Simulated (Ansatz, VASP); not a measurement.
AlFe3 in VASP and in Ansatz

INCAR

```
  PREC = Accurate
  ENCUT = 520
  EDIFF = 1E-6
  ISMEAR = -1
  SIGMA = 0.1
  LREAL = False
  LASPH = True
  NELM = 150
  ALGO = Normal
  ISIF = 2
  LWAVE = False
  LCHARG = False
  ISPIN = 2
  MAGMOM = 0 4.5 4.5 4.5
  LORBIT = 11
  LMAXMIX = 4
  GGA = PS
  NBANDS = 26
```

Contents of KPOINTS:

```
Automatic mesh
0
Gamma
  6 6 6
```

File POSCAR:

```
AlFe3
1.0
    3.6392911100      0.0000000000      0.0000000000
    0.0000000000      3.6392911100      0.0000000000
    0.0000000000      0.0000000000      3.6392911100
Al Fe
1 3
Direct
    0.0000000000      0.0000000000      0.0000000000
    0.0000000000      0.5000000000      0.5000000000
    0.5000000000      0.0000000000      0.5000000000
    0.5000000000      0.5000000000      0.0000000000
```

Input for Ansatz:

```yaml
crystal:
  lattice:
    - [3.63929111, 0.0, 0.0]
    - [0.0, 3.63929111, 0.0]
    - [0.0, 0.0, 3.63929111]
  atoms:
    - { symbol: Al, position: [0.0, 0.0, 0.0], spin: 0.0 }
    - { symbol: Fe, position: [0.0, 0.5, 0.5], spin: 4.5 }
    - { symbol: Fe, position: [0.5, 0.0, 0.5], spin: 4.5 }
    - { symbol: Fe, position: [0.5, 0.5, 0.0], spin: 4.5 }
kpoints:
  mp_grid:
    grid: [6, 6, 6]
hamiltonian:
  xc: pbesol
magnetization:
  spin_polarized: true
scf:
  occupations:
    method: fermi_dirac
    width: 0.1
```

Alike in both runs: task single point; functional PBEsol; k mesh 6 × 6 × 6; occupations fermi-dirac, width 0.1 eV; collinear spin.

|  | VASP | Ansatz |
| --- | --- | --- |
| version | VASP 6.6.1 | Ansatz 0.2.0 |
| potentials or method | VASP PAW PBE potentials, release 64 (Al, Fe) | plane waves, PAW |
| plane-wave cutoff (eV) | 520 | 420 |
| valence electrons in the cell | 27 | 51 |

|  | VASP | Ansatz | Ansatz less VASP |
| --- | --- | --- | --- |
| net moment per atom (μB) | 1.69 | 1.69 | -0.002 |
| size of the moment on the site where the two differ most (μB) | 0.08 | 0.10 | +0.023 |

VASP's potentials were made for PBE, not for PBEsol. Site moments also hang on the region over which each program counts them. VASP's potentials hold 27 valence electrons a cell and Ansatz's 51, so a difference there can come from the potentials and not from the codes. Ansatz's warnings: given moment on shells.
